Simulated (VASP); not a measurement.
Write the native input for VASP 6.6.1 that does the following.

| Quantity | Value |
| --- | --- |
| Task | single point |
| Functional | RPBE |
| Potentials or basis | VASP PAW PBE potentials, release 64 (Zn) |
| Cutoff | 520 eV |
| k mesh | 9 × 9 × 13 |
| Occupations | fermi-dirac, width 0.1 eV |
| Spin | no spin polarisation |
| Dipole correction | no |
| Further INCAR settings | ALGO = Normal; EDIFF = 1e-06; NBANDS = 25 |

The structure of Zn lies in POSCAR:

```
Zn
1.0
    4.6160663583      0.0000000000      0.0000000000
   -2.3080331791      3.9976307318      0.0000000000
    0.0000000000      0.0000000000      2.7668515633
Zn
3
Direct
    0.0000000000      1.0000000000      0.0000000000
    0.3333333333      0.6666666667      0.5000000000
    0.6666666667      0.3333333333      0.5000000000
```

This cell differs from its parent crystal: volume scaled by 1.04.

These files were run (other wordings do the same):

INCAR

```
SYSTEM = Zn
PREC = Accurate
ENCUT = 520
EDIFF = 1E-6
ISMEAR = -1
SIGMA = 0.1
LREAL = .FALSE.
LASPH = .TRUE.
NELM = 100
ALGO = Normal
ISIF = 2
LWAVE = .FALSE.
LCHARG = .FALSE.
GGA = RP
NBANDS = 25
```

KPOINTS

```
Automatic mesh
0
G
  9 9 13
  0 0 0
```

Potentials or basis: VASP PAW PBE potentials, release 64 (Zn).

Command:

```console
$ cat potpaw_PBE.64/Zn/POTCAR > POTCAR
$ mpirun -np 1 vasp_std > vasp.out
```

Results of the run:

```
Pressure               : -1.8 GPa
Band gap on the k mesh : zero (band 18 reaches 6.45 eV, above the bottom of band 19 at 1.34 eV)
```

Caveat: the PAW data sets were made with another functional, which shifts forces and pressure a little.

Run time: 33 s on 1 thread of Intel(R) Xeon(R) 6975P-C (Granite Rapids), with other jobs on the host, peak memory 0.22 GiB.
